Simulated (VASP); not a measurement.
Cu, 2 atoms in the cell. The structure is cubic, space group Fd-3m (No. 227). Conventional cell: a = 4.971 Å, b = 4.971 Å, c = 4.971 Å, α = 90.00°, β = 90.00°, γ = 90.00°. Within 2.8 Å of Cu (site symmetry -43m) lie 4 Cu at 2.15 Å.  This cell differs from its parent crystal: volume scaled by 0.9.

| Property | Result |
| --- | --- |
| Program | VASP 6.6.1 |
| Task | single point |
| Functional | LDA |
| Potentials or basis | VASP PAW LDA potentials, release 64 (Cu) |
| Cutoff | 520 eV |
| k mesh | 15 × 15 × 15 |
| Occupations | fermi-dirac, width 0.08 eV |
| Spin | no spin polarisation |
| Dipole correction | no |
| Further INCAR settings | ALGO = Normal; EDIFF = 1e-06; NBANDS = 18 |

Potentials or basis: VASP PAW LDA potentials, release 64 (Cu).

The run is started by

```console
$ cat potpaw_LDA.64/Cu/POTCAR > POTCAR
$ mpirun -np 1 vasp_std > vasp.out
```

Hardware: 1 thread of Intel(R) Xeon(R) Platinum 8259CL CPU @ 2.50GHz (Skylake/Cascade Lake), with other jobs on the host.

**Question.** How long does it take, and how much memory?

**Answer.** Run time: 83 s on 1 thread of Intel(R) Xeon(R) Platinum 8259CL CPU @ 2.50GHz (Skylake/Cascade Lake), on a shared host, peak memory 0.17 GiB. Counts: scf iterations 12, k points 120.
